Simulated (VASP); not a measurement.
# Pt (Fm-3m) in VASP: a series of runs

Runs on Pt. Level: r2SCAN+D3(BJ). Tasks: single point.

Program: VASP 6.6.1. These are calculated values, not measurements. Logs are shortened: lines on timing, memory, paths and dates and some standing lists are left out, and cuts for length are marked.

### Step 1. The cell of the first run

It takes space group Fm-3m (No. 225, cubic). The conventional cell has a = 3.936 Å, b = 3.936 Å, c = 3.936 Å, α = 90.00°, β = 90.00°, γ = 90.00°. Pt (site symmetry m-3m) has 12 Pt at 2.78 Å within 3.7 Å.

### Step 2. Single point, r2SCAN+D3(BJ)

File POSCAR:

```
Pt
1.0
    0.0000000000      1.9678222133      1.9678222133
    1.9678222133      0.0000000000      1.9678222133
    1.9678222133      1.9678222133      0.0000000000
Pt
1
Direct
    0.0000000000      0.0000000000      0.0000000000
```

File INCAR.step1:

```
PREC = Accurate
ENCUT = 520
ISMEAR = -1
SIGMA = 0.1
LREAL = F
LASPH = T
NELM = 80
NBANDS = 11
GGA = PE
ALGO = Normal
EDIFF = 1E-4
LWAVE = T
LCHARG = F
```

File INCAR.step2:

```
PREC = Accurate
ENCUT = 520
EDIFF = 1E-6
ISMEAR = -1
SIGMA = 0.1
LREAL = F
LASPH = T
NELM = 80
ALGO = Normal
ISIF = 2
LWAVE = F
LCHARG = F
METAGGA = R2SCAN
LMIXTAU = T
IVDW = 12
VDW_S6 = 1.0
VDW_S8 = 0.78981345
VDW_A1 = 0.49484001
VDW_A2 = 5.73083694
NBANDS = 11
ISTART = 1
```

File KPOINTS:

```
regular mesh
0
Gamma
  10 10 10
```

Potentials or basis: VASP PAW PBE potentials, release 64 (Pt).

Command:

```bash
$ cat potpaw_PBE.64/Pt/POTCAR > POTCAR
$ cp INCAR.step1 INCAR
$ mpirun -np 1 vasp_std > vasp.out
$ cp INCAR.step2 INCAR
$ mpirun -np 1 vasp_std > vasp.out
```

OUTCAR:

```text
PREC = Accurate
   ENCUT = 520
   EDIFF = 1E-6
   ISMEAR = -1
   LREAL = F
   LASPH = T
   NELM = 80
   ISIF = 2
   METAGGA = R2SCAN
   IVDW = 12
   ISTART = 1
 IVDW          = 12

 ion  position               nearest neighbor table
   1  0.000  0.000  0.000-

  LATTYP: Found a face centered cubic cell.
 ALAT       =     3.9356444266

  Lattice vectors:

 A1 = (   0.0000000000,   1.9678222133,   1.9678222133)
 A2 = (   1.9678222133,   0.0000000000,   1.9678222133)
 A3 = (   1.9678222133,   1.9678222133,   0.0000000000)

Analysis of symmetry for initial positions (statically):
=====================================================================
 Subroutine PRICEL returns:
 Original cell was already a primitive cell.

 Routine SETGRP: Setting up the symmetry group for a
 face centered cubic supercell.

 Subroutine GETGRP returns: Found 48 space group operations
 (whereof 48 operations were pure point group operations)
 out of a pool of 48 trial point group operations.

The static configuration has the point symmetry O_h .

Analysis of symmetry for dynamics (positions and initial velocities):
=====================================================================
 Subroutine PRICEL returns:
 Original cell was already a primitive cell.

 Routine SETGRP: Setting up the symmetry group for a
 face centered cubic supercell.

 Subroutine GETGRP returns: Found 48 space group operations
 (whereof 48 operations were pure point group operations)
 out of a pool of 48 trial point group operations.

The dynamic configuration has the point symmetry O_h .

 Subroutine INISYM returns: Found 48 space group operations
 (whereof 48 operations are pure point group operations),
 and found     1 'primitive' translations

----------------------------------------------------------------------------------------

                                     Primitive cell

  volume of cell :      15.2401

  direct lattice vectors                    reciprocal lattice vectors
     0.000000000  1.967822213  1.967822213    -0.254087995  0.254087995  0.254087995
     1.967822213  0.000000000  1.967822213     0.254087995 -0.254087995  0.254087995
     1.967822213  1.967822213  0.000000000     0.254087995  0.254087995 -0.254087995

  length of vectors
     2.782920862  2.782920862  2.782920862     0.440093316  0.440093316  0.440093316

  position of ions in fractional coordinates (direct lattice)
     0.000000000  0.000000000  0.000000000
[... 74 lines left out ...]
   ENCUT  =  520.0 eV  38.22 Ry    6.18 a.u.   5.17  5.17  5.17*2*pi/ulx,y,z
   NELM   =     80;   NELMIN=  2; NELMDL=  0     # of ELM steps
   EDIFF  = 0.1E-05   stopping-criterion for ELM
   LREAL  =      F    real-space projection
[... 7 lines left out ...]
   TEBEG  =    0.0;   TEEND  =   0.0 temperature during run
   PSTRESS=    0.0 pullay stress
   NELECT =      10.0000    total number of electrons
   NUPDOWN=      -1.0000    fix difference up-down
   EMIN   =  10.00;   EMAX   =-10.00  energy-range for DOS
   EFERMI =   0.00;   METHOD = LEGACY
   ISMEAR =    -1;   SIGMA  =   0.10  broadening in eV -4-tet -1-fermi 0-gaus
   EFERMI_NEDOS =   21; number of points for ismear=-14 and -15
   IALGO  =     38    algorithm
   IMIX   =      4    mixing-type and parameters
     AMIX     =   0.40;   BMIX     =  1.00
     AMIX_MAG =   1.60;   BMIX_MAG =  1.00
  volume/ion in A,a.u.               =      15.24       102.85
  Fermi-wavevector in a.u.,A,eV,Ry     =   1.422587  2.688300 27.534859  2.023755
  Thomas-Fermi vector in A             =   2.543275
   LORBIT       =      0    0 simple, 1 ext, 2 COOP (PROOUT), +10 PAW based schemes
   METAGGA = R2SCAN    functional components
   LHFCALC =     F    Hartree Fock is set to
   AEXX    =    0.0000 exact exchange contribution
   IVDW    =    12    specifies the selected vdW correction
   LEPSILON=     F    determine dielectric tensor
   LRPA    =     F    only Hartree local field effects (RPA)
 non-spin polarized calculation
  energy-cutoff  :      520.00
  volume of cell :       15.24
 maximum number of plane-waves:       424
 NGX is ok and might be reduce to    24
   NGX = 11   NGY = 11   NGZ = 11

 number of electron      10.0000000 magnetization

 Free energy of the ion-electron system (eV)
  ---------------------------------------------------
  ext. energy  EPLUGINS =         0.00000000
  ---------------------------------------------------
  free energy    TOTEN  =       -51.50896043 eV

  energy without entropy =      -51.45510539  energy(sigma->0) =      -51.48203291

 E-fermi :  10.8406     XC(G=0): -14.5618

 val. band max:       10.7599032414   @ k =   0.4000   0.1000   0.0000
 cond. band min:      10.8412677466   @ k =   0.5000   0.0000   0.0000
 fundamental gap:      0.0813645052
 Fermi energy:        10.8406081702

 k-point     1 :       0.0000    0.0000    0.0000
  band No.  band energies     occupation
      1       0.4397      2.00000
      2       6.9669      2.00000
      3       6.9669      2.00000
      4       6.9669      2.00000
      5       9.0962      2.00000
      6       9.0962      2.00000
      7      26.3247      0.00000
      8      31.4335      0.00000
      9      31.4335      0.00000
     10      31.4335      0.00000
     11      37.2621      0.00000
[... 309 lines left out ...]
 k-point    24 :       0.4000    0.3000    0.0000
  band No.  band energies     occupation
      1       4.1284      2.00000
      2       4.7308      2.00000
      3       8.1861      2.00000
      4       9.4734      2.00000
      5      10.7246      1.52256
      6      11.0972      0.14267
      7      23.3703      0.00000
      8      25.7983      0.00000
      9      26.2524      0.00000
     10      31.6830      0.00000
     11      33.8206      0.00000

 [... further k-points ...]

------------------------ aborting loop because EDIFF is reached ----------------------------------------

 Edisp (eV)   -0.36386

 E8    (eV) :    -0.1327

  FORCE on cell =-STRESS in cart. coord.  units (eV):
  Direction    XX          YY          ZZ          XY          YZ          ZX
  --------------------------------------------------------------------------------------
  -------------------------------------------------------------------------------------
  Total      -0.15474    -0.15474    -0.15474     0.00000     0.00000     0.00000
  in kB     -16.26760   -16.26760   -16.26760     0.00000     0.00000     0.00000
  external pressure =      -16.27 kB  Pullay stress =        0.00 kB

 VOLUME and BASIS-vectors are now :
 -----------------------------------------------------------------------------
  energy-cutoff  :      520.00
  volume of cell :       15.24
      direct lattice vectors                 reciprocal lattice vectors
     0.000000000  1.967822213  1.967822213    -0.254087995  0.254087995  0.254087995
     1.967822213  0.000000000  1.967822213     0.254087995 -0.254087995  0.254087995
     1.967822213  1.967822213  0.000000000     0.254087995  0.254087995 -0.254087995

 POSITION                                       TOTAL-FORCE (eV/Angst)
 -----------------------------------------------------------------------------------
      0.00000      0.00000      0.00000         0.000000     -0.000000      0.000000
 -----------------------------------------------------------------------------------
    total drift:                               -0.000000     -0.000000     -0.000000

  FREE ENERGIE OF THE ION-ELECTRON SYSTEM (eV)
  ---------------------------------------------------
  free  energy   TOTEN  =       -51.8728227503 eV

  energy  without entropy=      -51.8189677131  energy(sigma->0) =      -51.84589523
```

OSZICAR.step1:

```text
N       E                     dE             d eps       ncg     rms          rms(c)
DAV:   1     0.405440127875E+02    0.40544E+02   -0.53639E+03  1058   0.854E+02
DAV:   2    -0.582332324169E+01   -0.46367E+02   -0.44098E+02  1180   0.172E+02
DAV:   3    -0.647682988490E+01   -0.65351E+00   -0.64889E+00  1202   0.197E+01
DAV:   4    -0.647923664821E+01   -0.24068E-02   -0.24067E-02  1175   0.142E+00
DAV:   5    -0.647925605412E+01   -0.19406E-04   -0.19406E-04  1214   0.119E-01    0.126E+01
DAV:   6    -0.614296622086E+01    0.33629E+00   -0.76017E-01  1106   0.699E+00    0.670E+00
DAV:   7    -0.610561921044E+01    0.37347E-01   -0.13496E-01  1196   0.287E+00    0.254E+00
DAV:   8    -0.610236428124E+01    0.32549E-02   -0.56728E-03  1121   0.650E-01    0.535E-01
DAV:   9    -0.610218704536E+01    0.17724E-03   -0.13262E-04  1008   0.102E-01    0.471E-02
DAV:  10    -0.610219018632E+01   -0.31410E-05   -0.42801E-06   553   0.166E-02
   1 F= -.61021902E+01 E0= -.60738908E+01  d E =-.565988E-01
```

Wall time 61 s (1 thread of AMD EPYC 7R13 (Zen 3), shared host); peak memory 0.13 GiB.

What came out:

```
Free energy                : -51.8728 eV
Pressure                   : -1.6 GPa
Band gap on the k mesh     : zero (band 5 reaches 11.33 eV, above the bottom of band 6 at 9.02 eV)
Dispersion energy per atom : -0.364 eV
```

Caveat: three body term missing; the PAW data sets were made with another functional, which shifts forces and pressure a little; spin-orbit coupling is left out, which moves the levels of the heavy elements; pairwise dispersion overbinds metals, which lowers pressure and volume.

### Step 3. Single point, r2SCAN+D3(BJ)

This run uses another cell than the first one, of 15.08 Å³/atom, 0.989 times its volume.

File POSCAR:

```
Pt
1.0
    0.0000000000      1.9609000000      1.9609000000
    1.9609000000      0.0000000000      1.9609000000
    1.9609000000      1.9609000000      0.0000000000
Pt
1
Direct
    0.0000000000      0.0000000000      0.0000000000
```

File INCAR.step1:

```
PREC = Accurate ; ENCUT = 520
ISMEAR = -1 ; SIGMA = 0.1
LREAL = F ; LASPH = T
NELM = 100 ; NBANDS = 11
GGA = PE ; ALGO = Normal
EDIFF = 1E-4 ; LWAVE = T
LCHARG = F
```

File INCAR.step2:

```
PREC = Accurate ; ENCUT = 520
EDIFF = 1E-6 ; ISMEAR = -1
SIGMA = 0.1 ; LREAL = F
LASPH = T ; NELM = 100
ALGO = Normal ; ISIF = 2
LWAVE = F ; LCHARG = F
METAGGA = R2SCAN ; LMIXTAU = T
IVDW = 12 ; VDW_S6 = 1.0
VDW_S8 = 0.78981345 ; VDW_A1 = 0.49484001
VDW_A2 = 5.73083694 ; NBANDS = 11
ISTART = 1
```

File KPOINTS:

```
Automatic mesh
0
Gamma
  10 10 10
```

Potentials or basis: VASP PAW PBE potentials, release 64 (Pt).

Command:

```bash
$ cat potpaw_PBE.64/Pt/POTCAR > POTCAR
$ cp INCAR.step1 INCAR
$ mpirun -np 1 vasp_std > vasp.out
$ cp INCAR.step2 INCAR
$ mpirun -np 1 vasp_std > vasp.out
```

OUTCAR:

```text
PREC = Accurate
   ENCUT = 520
   EDIFF = 1E-6
   ISMEAR = -1
   LREAL = F
   LASPH = T
   NELM = 100
   ISIF = 2
   METAGGA = R2SCAN
   IVDW = 12
   ISTART = 1
 IVDW          = 12

 ion  position               nearest neighbor table
   1  0.000  0.000  0.000-

  LATTYP: Found a face centered cubic cell.
 ALAT       =     3.9218000000

  Lattice vectors:

 A1 = (   0.0000000000,   1.9609000000,   1.9609000000)
[... 515 lines left out ...]
     10      32.0062      0.00000
     11      34.1444      0.00000

 [... further k-points ...]

------------------------ aborting loop because EDIFF is reached ----------------------------------------

 Edisp (eV)   -0.36778

 E8    (eV) :    -0.1341

  FORCE on cell =-STRESS in cart. coord.  units (eV):
  Direction    XX          YY          ZZ          XY          YZ          ZX
  --------------------------------------------------------------------------------------
  -------------------------------------------------------------------------------------
  Total       0.12809     0.12809     0.12809     0.00000     0.00000     0.00000
  in kB      13.60959    13.60959    13.60959     0.00000     0.00000     0.00000
  external pressure =       13.61 kB  Pullay stress =        0.00 kB

 VOLUME and BASIS-vectors are now :
 -----------------------------------------------------------------------------
  energy-cutoff  :      520.00
  volume of cell :       15.08
      direct lattice vectors                 reciprocal lattice vectors
     0.000000000  1.960900000  1.960900000    -0.254984956  0.254984956  0.254984956
     1.960900000  0.000000000  1.960900000     0.254984956 -0.254984956  0.254984956
     1.960900000  1.960900000  0.000000000     0.254984956  0.254984956 -0.254984956

 POSITION                                       TOTAL-FORCE (eV/Angst)
 -----------------------------------------------------------------------------------
      0.00000      0.00000      0.00000         0.000000      0.000000      0.000000
 -----------------------------------------------------------------------------------
    total drift:                                0.000000     -0.000000     -0.000000

  FREE ENERGIE OF THE ION-ELECTRON SYSTEM (eV)
  ---------------------------------------------------
  free  energy   TOTEN  =       -51.8729223826 eV

  energy  without entropy=      -51.8199775302  energy(sigma->0) =      -51.84644996
```

OUTCAR.step1:

```text
PREC = Accurate
   ENCUT = 520
   ISMEAR = -1
   LREAL = F
   LASPH = T
   NELM = 100
[... 550 lines left out ...]

 POSITION                                       TOTAL-FORCE (eV/Angst)
 -----------------------------------------------------------------------------------
      0.00000      0.00000      0.00000         0.000000     -0.000000     -0.000000
 -----------------------------------------------------------------------------------
    total drift:                               -0.000000     -0.000000     -0.000000

  FREE ENERGIE OF THE ION-ELECTRON SYSTEM (eV)
  ---------------------------------------------------
  free  energy   TOTEN  =        -6.0934921284 eV

  energy  without entropy=       -6.0377946622  energy(sigma->0) =       -6.06564340
```

OSZICAR.step1:

```text
N       E                     dE             d eps       ncg     rms          rms(c)
DAV:   1     0.392617249733E+02    0.39262E+02   -0.52670E+03  1074   0.839E+02
DAV:   2    -0.586765247603E+01   -0.45129E+02   -0.43388E+02  1194   0.176E+02
DAV:   3    -0.646666462774E+01   -0.59901E+00   -0.59631E+00  1202   0.195E+01
DAV:   4    -0.646909299496E+01   -0.24284E-02   -0.24281E-02  1196   0.145E+00
DAV:   5    -0.646911222766E+01   -0.19233E-04   -0.19232E-04  1205   0.119E-01    0.130E+01
DAV:   6    -0.613568200681E+01    0.33343E+00   -0.73878E-01  1109   0.692E+00    0.692E+00
DAV:   7    -0.609702050296E+01    0.38662E-01   -0.13891E-01  1196   0.292E+00    0.256E+00
DAV:   8    -0.609366405231E+01    0.33565E-02   -0.59800E-03  1118   0.670E-01    0.536E-01
DAV:   9    -0.609348866881E+01    0.17538E-03   -0.13038E-04  1031   0.102E-01    0.448E-02
DAV:  10    -0.609349212844E+01   -0.34596E-05   -0.41338E-06   574   0.163E-02
   1 F= -.60934921E+01 E0= -.60656434E+01  d E =-.556975E-01
```

It took 46 s on 1 thread of AMD EPYC 7R13 (Zen 3), shared host; peak memory 0.12 GiB.

Results:

| Item | Value |
| --- | --- |
| Free energy | -51.8729 eV |
| Pressure | 1.4 GPa |
| Band gap on the k mesh | zero (band 5 reaches 11.55 eV, above the bottom of band 6 at 9.19 eV) |
| Dispersion energy per atom | -0.368 eV |

Levels at points of the mesh, in eV from the Fermi level:
```
           k point  band 2  band 3  band 4  band 5  band 6  band 7  band 8  band 9
(0.00, 0.00, 0.00)   -3.94   -3.94   -3.94   -1.77   -1.77   15.45   20.63   20.63
(0.50, 0.00, 0.00)   -4.04   -4.04   -0.33    0.00    0.00    6.14   15.10   19.94
(0.50, 0.50, 0.00)   -6.89   -0.08    0.50    0.50    1.92    9.32   12.00   12.00
```

Caveat: three body term missing; the PAW data sets were made with another functional, which shifts forces and pressure a little; spin-orbit coupling is left out, which moves the levels of the heavy elements; pairwise dispersion overbinds metals, which lowers pressure and volume.
